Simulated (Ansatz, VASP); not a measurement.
Si2C3 in VASP and in Ansatz

```
Si C
1.0
     2.78203    0.00000    0.00000
    -1.39101    2.40931    0.00000
     0.00000    0.00000   13.86326
Si C
4 6
Cartesian
  0.0000 1.6062 0.0000
  0.0000 1.6062 4.8643
  0.0000 1.6062 8.9990
  1.3910 0.8031 6.9316
  0.0000 1.6062 1.9601
  0.0000 1.6062 11.9031
  1.3910 0.8031 2.4683
  1.3910 0.8031 4.0136
  1.3910 0.8031 9.8496
  1.3910 0.8031 11.3949
```

Alike in both runs: functional PBE; k mesh 6 × 6 × 2; occupations gaussian, width 0.1 eV; no spin polarisation.

Ansatz relaxed the structure, and its values are those at the end. VASP's run is a single point on that final structure, the one shown.

```csv
,VASP,Ansatz
version,VASP 6.6.1,Ansatz 0.2.0
potentials or method,"VASP PAW PBE potentials, release 64 (Si, C), cutoff 520 eV","scalar-relativistic, plane waves, PAW"
valence electrons in the cell,40,40
```

Ansatz gave:

- gap on the k mesh at the Fermi level (eV): none
- pressure (GPa): 0.0
- rms of the force components (eV/Å): 0.009

Question: What did VASP give for the same quantities?

Answer: gap on the k mesh at the Fermi level (eV): none; pressure (GPa): 0.1; rms of the force components (eV/Å): 0.008.

A gap of «none» marks a metal or a gap that the smearing closes.

The k mesh is coarse, so the values compare programs but aren't converged.
